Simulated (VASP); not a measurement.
A run of VASP 6.6.1 is set up as follows.

The input INCAR:

```
SYSTEM = TePb
PREC = Accurate
ENCUT = 520
EDIFF = 1E-6
ISMEAR = 0
SIGMA = 0.02
LREAL = .FALSE.
LASPH = .TRUE.
NELM = 100
ALGO = Normal
ISIF = 2
LWAVE = .FALSE.
LCHARG = .FALSE.
GGA = PE
NBANDS = 17
```

Contents of KPOINTS:

```
Automatic mesh
0
G
  7 7 7
  0 0 0
```

Contents of POSCAR:

```
TePb
1.0
    0.0000000000      3.2310000000      3.2310000000
    3.2310000000      0.0000000000      3.2310000000
    3.2310000000      3.2310000000      0.0000000000
Pb Te
1 1
Direct
    0.0000000000      0.0000000000      0.0000000000
    0.5000000000      0.5000000000      0.5000000000
```

Potentials or basis: VASP PAW PBE potentials, release 64 (Pb_d, Te).

Launch:

```bash
$ cat potpaw_PBE.64/Pb_d/POTCAR potpaw_PBE.64/Te/POTCAR > POTCAR
$ mpirun -np 1 vasp_std > vasp.out
```

(1) What does it give for the pressure?

## Answers

(1) 2.1 GPa.
